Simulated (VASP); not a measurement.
A run of VASP 6.6.1 is set up as follows.

File INCAR:

```
PREC     = Accurate       # precision mode
ENCUT    = 600            # plane-wave cutoff, eV
EDIFF    = 1E-7           # SCF threshold, eV
ISMEAR   = 0              # smearing method
SIGMA    = 0.1            # smearing width, eV
LREAL    = False          # projectors in reciprocal space
LASPH    = True           # aspherical terms in the spheres
NELM     = 100            # most SCF steps
ALGO     = Normal         # electronic algorithm
ISIF     = 3              # what is computed and relaxed
LWAVE    = False          # write WAVECAR
LCHARG   = False          # write CHGCAR
GGA      = PE             # functional
IBRION   = 2              # ionic algorithm
NSW      = 90             # ionic steps
EDIFFG   = -0.04          # ionic threshold
```

Contents of KPOINTS:

```
Automatic mesh
0
Gamma
  6 6 6
```

Contents of POSCAR:

```
B3PPd
1.0
    3.6405911246      0.0000000000      0.0000000000
    0.0000000000      3.6405911246      0.0000000000
    0.0000000000      0.0000000000      3.6405911246
B P Pd
3 1 1
Direct
    0.0000000000      0.5000000000      0.5000000000
    0.5000000000      0.0000000000      0.5000000000
    0.5000000000      0.5000000000      0.0000000000
    0.0000000000      0.0000000000      0.0000000000
    0.5000000000      0.5000000000      0.5000000000
```

Potentials or basis: VASP PAW PBE potentials, release 64 (B, P, Pd).

Run with:

```sh
$ cat potpaw_PBE.64/B/POTCAR potpaw_PBE.64/P/POTCAR potpaw_PBE.64/Pd/POTCAR > POTCAR
$ mpirun -np 1 vasp_std > vasp.out
```

Q: Estimate the space group after relaxing (to 0.05 Å).

A: Pm-3m (No. 221).

Q: Estimate the relaxed cell.

A: a = 4.100 Å, b = 4.100 Å, c = 4.100 Å, α = 90.00°, β = 90.00°, γ = 90.00°.

Q: Estimate the relaxed volume.

A: 13.78 Å³/atom.

Q: What does it give for the band gap on the k mesh?

A: Zero (band 12 reaches 6.44 eV, above the bottom of band 13 at 3.65 eV).

Final structure:
```
CELL_PARAMETERS angstrom
4.09980 0.00000 0.00000
0.00000 4.09980 0.00000
0.00000 0.00000 4.09980
ATOMIC_POSITIONS crystal
B 0.00000 0.50000 0.50000
B 0.50000 0.00000 0.50000
B 0.50000 0.50000 0.00000
P 0.00000 0.00000 0.00000
Pd 0.50000 0.50000 0.50000
```

Caveat: the volume moved by over 15 % at a fixed basis, so the end points are rough.
